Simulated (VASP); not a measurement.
# AlGaN2 (P-4m2) in VASP: further runs, part 2 of 2

VASP 6.6.1. Earlier steps stand in the parts before.

### 4 Single point, LDA (mode 12 (682.2 1/cm) frozen in, largest displacement -0.030 Å)

INCAR reads:

```
PREC = Accurate
ENCUT = 520
EDIFF = 1E-6
ISMEAR = 0
SIGMA = 0.05
LREAL = F
LASPH = T
NELM = 100
ALGO = Normal
ISIF = 2
LWAVE = F
LCHARG = F
NBANDS = 21
```

KPOINTS reads:

```
Automatic mesh
0
Gamma
  8 8 6
```

POSCAR reads:

```
AlGaN2
1.0
    3.1408770487      0.0000000000      0.0000000000
    0.0000000000      3.1408770487      0.0000000000
    0.0000000000      0.0000000000      4.4238379400
Al Ga N
1 1 2
Direct
    0.5000000000      0.5000000000      0.5000000000
    0.0000000000      0.0000000000      0.0000000000
    0.5000000000      0.0000000000      0.7314833681
    0.0000000000      0.5000000000      0.2685166319
```

Potentials or basis: VASP PAW LDA potentials, release 64 (Al, Ga_d, N).

On the command line:

```console
$ cat potpaw_LDA.64/Al/POTCAR potpaw_LDA.64/Ga_d/POTCAR potpaw_LDA.64/N/POTCAR > POTCAR
$ mpirun -np 1 vasp_std > vasp.out
```

OUTCAR:

```text
PREC = Accurate
   ENCUT = 520
   EDIFF = 1E-6
   ISMEAR = 0
   LREAL = F
   LASPH = T
   NELM = 100
   ISIF = 2

 ion  position               nearest neighbor table
   1  0.500  0.500  0.500-   3 1.87   4 1.87   3 1.87   4 1.87   2 3.13   2 3.13   2 3.13   2 3.13
                             2 3.13   2 3.13   2 3.13   2 3.13
   2  0.000  0.000  0.000-   3 1.97   4 1.97   4 1.97   3 1.97   1 3.13   1 3.13   1 3.13   1 3.13
                             1 3.13   1 3.13   1 3.13   1 3.13
   3  0.500  0.000  0.731-   1 1.87   1 1.87   2 1.97   2 1.97
   4  0.000  0.500  0.269-   1 1.87   1 1.87   2 1.97   2 1.97

  LATTYP: Found a simple tetragonal cell.
 ALAT       =     3.1408770487
 C/A-ratio  =     1.4084721788

  Lattice vectors:

 A1 = (   3.1408770487,   0.0000000000,   0.0000000000)
 A2 = (   0.0000000000,   3.1408770487,   0.0000000000)
 A3 = (   0.0000000000,   0.0000000000,   4.4238379400)

Analysis of symmetry for initial positions (statically):
=====================================================================
 Subroutine PRICEL returns:
 Original cell was already a primitive cell.

[... 168 lines left out ...]
  ext. energy  EPLUGINS =         0.00000000
  ---------------------------------------------------
  free energy    TOTEN  =       -30.27131341 eV

  energy without entropy =      -30.27131341  energy(sigma->0) =      -30.27131341

 E-fermi :   5.6683     XC(G=0): -11.7251

 val. band max:        5.3771708417   @ k =   0.0000   0.0000   0.0000
 cond. band min:       8.2004743451   @ k =   0.0000   0.0000   0.0000
 fundamental gap:      2.8233035034
 Fermi energy:         5.6683311972

 k-point     1 :       0.0000    0.0000    0.0000
  band No.  band energies     occupation
      1      -9.9633      2.00000
      2      -8.6354      2.00000
      3      -7.7615      2.00000
      4      -7.7615      2.00000
      5      -7.7219      2.00000
      6      -7.5867      2.00000
[... 565 lines left out ...]
     20      17.4913      0.00000
     21      17.5042      0.00000

 [... further k-points ...]
[... 5 lines left out ...]
  --------------------------------------------------------------------------------------
  -------------------------------------------------------------------------------------
  Total       -0.9929249     -0.9929249     -1.2892497      0.0000000      0.0000000      0.0000000
  in kB      -36.4523817    -36.4523817    -47.3310934      0.0000000      0.0000000      0.0000000
  external PRESSURE =     -40.0786189 kB  Pullay stress =       0.0000000 kB

 VOLUME and BASIS-vectors are now :
 -----------------------------------------------------------------------------
  energy-cutoff  :      520.00
  volume of cell :       43.64
      direct lattice vectors                 reciprocal lattice vectors
     3.140877049  0.000000000  0.000000000     0.318382409  0.000000000  0.000000000
     0.000000000  3.140877049  0.000000000     0.000000000  0.318382409  0.000000000
     0.000000000  0.000000000  4.423837940     0.000000000  0.000000000  0.226048064

 POSITION                                       TOTAL-FORCE (eV/Angst)
 -----------------------------------------------------------------------------------
      1.57044      1.57044      2.21192         0.000000     -0.000000      0.000000
      0.00000      0.00000      0.00000         0.000000      0.000000      0.000000
      1.57044      0.00000      3.23596        -0.000000      0.000000      0.890812
      0.00000      1.57044      1.18787         0.000000      0.000000     -0.890812
 -----------------------------------------------------------------------------------
    total drift:                                0.000000      0.000000      0.000000

  FREE ENERGIE OF THE ION-ELECTRON SYSTEM (eV)
  ---------------------------------------------------
  free  energy   TOTEN  =       -30.2713134084 eV

  energy  without entropy=      -30.2713134084  energy(sigma->0) =      -30.27131341
```

stdout:

```text
POSCAR found type information on POSCAR AlGaN
 POSCAR found :  3 types and       4 ions
 scaLAPACK will be used
 LDA part: xc-table for (Slater(with rela. corr.)+CA(PZ))
 , standard interpolation
 POSCAR, INCAR and KPOINTS ok, starting setup
 FFT: planning ... GRIDC
 FFT: planning ... GRID_SOFT
 FFT: planning ... GRID
 WAVECAR not read
 entering main loop
```

Wall time 14 s (1 thread of Intel Xeon 6975P-C (Granite Rapids), shared host); peak memory 0.17 GiB.

What came out:

* Free energy: -30.2713 eV
* Pressure: -4.0 GPa
* Largest force: 0.891 eV/Å
* Band gap on the k mesh: 2.82 eV, direct

Forces in eV/Å, atoms in the order of the input:
```
Al   0.000  0.000  0.000
Ga   0.000  0.000  0.000
N    0.000  0.000  0.891
N    0.000  0.000 -0.891
```

Stress tensor (GPa, compression positive):
```
-3.65  0.00  0.00
 0.00 -3.65  0.00
 0.00  0.00 -4.73
```

Caveat: the cell differs from its parent crystal (mode 12 (682.2 1/cm) frozen in, largest displacement -0.030 Å). A k mesh can miss the band edges.

### 5 Single point, LDA (mode 12 (682.2 1/cm) frozen in, largest displacement +0.105 Å)

INCAR reads:

```
SYSTEM = AlGaN2
  PREC = Accurate
  ENCUT = 520
  EDIFF = 1E-6
  ISMEAR = 0
  SIGMA = 0.05
  LREAL = .FALSE.
  LASPH = .TRUE.
  NELM = 80
  ALGO = Normal
  ISIF = 2
  LWAVE = .FALSE.
  LCHARG = .FALSE.
  GGA = CA
  NBANDS = 21
```

KPOINTS reads:

```
regular mesh
0
G
  8 8 6
  0 0 0
```

Edit POSCAR of step 4 so:

```diff
@@ -10,3 +10,3 @@
     0.0000000000      0.0000000000      0.0000000000
-    0.5000000000      0.0000000000      0.7314833681
-    0.0000000000      0.5000000000      0.2685166319
+    0.5000000000      0.0000000000      0.7619998567
+    0.0000000000      0.5000000000      0.2380001433
```

On the command line:

```console
$ cat potpaw_LDA.64/Al/POTCAR potpaw_LDA.64/Ga_d/POTCAR potpaw_LDA.64/N/POTCAR > POTCAR
$ mpirun -np 1 vasp_std > vasp.out
```

Run time: 15 s. Hardware: 1 thread of Intel Xeon 6975P-C (Granite Rapids), shared host; peak memory 0.17 GiB.

The run converged. Its results:

```yaml
Free_energy: -30.0700 eV
Pressure: -2.5 GPa
Largest_force: 2.393 eV/Å
Band_gap_on_the_k_mesh: 2.84 eV, direct
```

Forces in eV/Å, atoms in the order of the input:
```
Al   0.000  0.000  0.000
Ga   0.000  0.000  0.000
N    0.000  0.000 -2.393
N    0.000  0.000  2.393
```

Stress tensor (GPa, compression positive):
```
-2.19  0.00  0.00
 0.00 -2.19  0.00
 0.00  0.00 -3.16
```

Levels at points of the mesh, in eV from the valence-band top:
| k point | band 11 | band 12 | band 13 | band 14 | band 15 | band 16 |
| --- | --- | --- | --- | --- | --- | --- |
| (0.00, 0.00, 0.00) | -0.02 | -0.02 | 0.00 | 2.84 | 3.11 | 7.32 |
| (0.50, 0.00, 0.00) | -2.76 | -0.96 | -0.82 | 7.17 | 7.18 | 7.43 |
| (0.50, 0.50, 0.00) | -2.44 | -2.44 | -2.22 | 3.17 | 3.17 | 6.72 |
| (0.00, 0.00, 0.50) | -1.80 | -0.90 | -0.90 | 5.05 | 5.23 | 8.09 |
| (0.50, 0.00, 0.50) | -0.85 | -0.80 | -0.63 | 5.20 | 6.36 | 8.81 |
| (0.50, 0.50, 0.50) | -3.43 | -3.38 | -3.38 | 5.92 | 5.92 | 9.82 |

Caveat: the cell differs from its parent crystal (mode 12 (682.2 1/cm) frozen in, largest displacement +0.105 Å); forces of over 1 eV/Å act on the atoms, so gaps and moduli don't describe the material at rest.
